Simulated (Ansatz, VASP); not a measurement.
# Zn: VASP beside Ansatz

INCAR

```
SYSTEM = Zn
ALGO = Normal
EDIFF = 1E-6
ENCUT = 520
GGA = CA
ISIF = 2
ISMEAR = -1
LASPH = .TRUE.
LCHARG = .FALSE.
LREAL = .FALSE.
LWAVE = .FALSE.
NBANDS = 25
NELM = 80
PREC = Accurate
SIGMA = 0.1
```

Contents of KPOINTS:

```
k-points
0
G
  10 10 14
  0 0 0
```

Contents of POSCAR:

```
Zn
1.0
    4.3449538926      0.0000000000      0.0000000000
   -2.1724769463      3.7628404492      0.0000000000
    0.0000000000      0.0000000000      2.6465768040
Zn
3
Direct
    1.0000000000      1.0000000000      0.0000000000
    0.3333333333      0.6666666667      0.5000000000
    0.6666666667      0.3333333333      0.5000000000
```

Input for Ansatz:

```yaml
crystal:
  lattice:
    - [4.3449538926, 0.0, 0.0]
    - [-2.1724769463, 3.7628404492, 0.0]
    - [0.0, 0.0, 2.646576804]
  atoms:
    - { symbol: Zn, position: [1.0, 1.0, 0.0] }
    - { symbol: Zn, position: [0.3333333333, 0.6666666667, 0.5] }
    - { symbol: Zn, position: [0.6666666667, 0.3333333333, 0.5] }
hamiltonian:
  xc: lda
  pseudopotentials:
    kind: paw
    azcp:
      Zn: "pseudopotentials/Zn.paw.azcp"
basis:
  ecutwfc: 420
  fft_grid_basis: typed
kpoints:
  mp_grid: { grid: [10, 10, 14], shift: [0, 0, 0] }
magnetization:
  spin_polarized: false
scf:
  occupations: { method: fermi_dirac, width: 0.1 }
  lower_state_search: "off"
output:
  stress: true
  write_density: true
  write_potential: true
  elf: true
  volumetric_format: npy
```

Alike in both runs: task single point; functional LDA; k mesh 10 × 10 × 14; occupations fermi-dirac, width 0.1 eV; no spin polarisation.

```csv
,VASP,Ansatz
version,VASP 6.6.1,Ansatz 0.2.0
potentials or method,"VASP PAW LDA potentials, release 64 (Zn), cutoff 520 eV","plane waves (420 eV) with PAW, scalar-relativistic"
valence electrons in the cell,36,36
```

|  | VASP | Ansatz | Ansatz less VASP |
| --- | --- | --- | --- |
| pressure (GPa) | -2.8 | -3.4 | -0.61 |
| traceless stress, the component that is largest in VASP (GPa) | 0.71 | 0.71 | +0.005 |

Ansatz warns that its potentials were made for another functional, while VASP's fit it. LDA's correlation is that of Perdew and Zunger in VASP and of Perdew and Wang (1992) in Ansatz.
